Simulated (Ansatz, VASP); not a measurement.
CdS in VASP and in Ansatz

INCAR

```
SYSTEM = CdS
PREC = Accurate ; ENCUT = 520
EDIFF = 1E-7 ; ISMEAR = 0
SIGMA = 0.05 ; LREAL = .False.
LASPH = .True. ; NELM = 100
ALGO = Normal ; ISIF = 2
LWAVE = .False. ; LCHARG = .True.
GGA = PE ; LELF = .True.
LVHAR = .True. ; NBANDS = 16
```

File KPOINTS:

```
regular mesh
0
Gamma
  8 8 8
  0 0 0
```

Contents of POSCAR:

```
CdS
1.0
    0.0000000000      3.0264000000      2.9100000000
    3.0264000000      0.0000000000      2.9100000000
    3.0264000000      3.0264000000      0.0000000000
Cd S
1 1
Direct
    0.0000000000      0.0000000000      0.0000000000
    0.7500000000      0.7500000000      0.7500000000
```

Input for Ansatz:

```yaml
crystal:
  lattice:
    - [0.0, 3.0264, 2.91]
    - [3.0264, 0.0, 2.91]
    - [3.0264, 3.0264, 0.0]
  atoms:
    - { symbol: Cd, position: [0.0, 0.0, 0.0] }
    - { symbol: S, position: [0.75, 0.75, 0.75] }
basis:
  ecutwfc: 420
kpoints:
  mp_grid: { grid: [8, 8, 8] }
hamiltonian:
  xc: pbe
scf:
  occupations: { method: gaussian, width: 0.05 }
output:
  forces: true
  stress: true
  eigenvalues: true
```

Change from the starting cell: strain +0.040 along x and y, +0.000 along z, atoms carried along.

Alike in both runs: task single point; functional PBE; k mesh 8 × 8 × 8; occupations gaussian, width 0.05 eV; no spin polarisation.

|  | VASP | Ansatz |
| --- | --- | --- |
| version | VASP 6.6.1 | Ansatz 0.2.0 |
| potentials or method | VASP PAW PBE potentials, release 64 (Cd, S), cutoff 520 eV | scalar-relativistic, plane waves, PAW |
| valence electrons in the cell | 18 | 26 |

|  | VASP | Ansatz | Ansatz less VASP |
| --- | --- | --- | --- |
| gap on the k mesh at the Fermi level (eV) | 0.92 | 0.92 | -0.002 |
| least direct gap on the mesh (eV) | 0.92 | 0.92 | -0.002 |
| pressure (GPa) | -1.0 | -1.2 | -0.26 |
| traceless stress, the component that is largest in VASP (GPa) | 0.50 | 0.51 | +0.009 |

VASP's potentials hold 18 valence electrons a cell and Ansatz's 26, so a difference there can come from the potentials and not from the codes.
